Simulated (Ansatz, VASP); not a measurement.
# Si in VASP and in Ansatz

```
CELL_PARAMETERS angstrom
3.84753 0.00000 0.00000
-1.92376 3.33205 0.00000
0.00000 0.00000 18.44160
ATOMIC_POSITIONS crystal
Si 0.33333 0.66667 0.26954
Si 0.66667 0.33333 0.24401
Si 0.16667 0.66667 0.50384
Si 0.50000 0.33333 0.47831
```

Alike in both runs: task single point; functional PBE; dispersion D3(BJ); k mesh 9 × 9 × 1; occupations gaussian, width 0.1 eV; no spin polarisation.

|  | VASP | Ansatz |
| --- | --- | --- |
| version | VASP 6.6.1 | Ansatz 0.2.0 |
| potentials or method | VASP PAW PBE potentials, release 64 (Si), cutoff 520 eV | scalar-relativistic, plane waves, PAW |
| valence electrons in the cell | 16 | 16 |

VASP gave:

```
gap on the k mesh at the Fermi level (eV) : 0.50
least direct gap on the mesh (eV)         : 0.64
rms of the force components (eV/Å)        : 0.051
```

Problem. What did Ansatz give for the same quantities?

Solution. gap on the k mesh at the Fermi level (eV): 0.50; least direct gap on the mesh (eV): 0.64; rms of the force components (eV/Å): 0.052.

Atom by atom the forces differ by 0.003 eV/Å (rms over components).
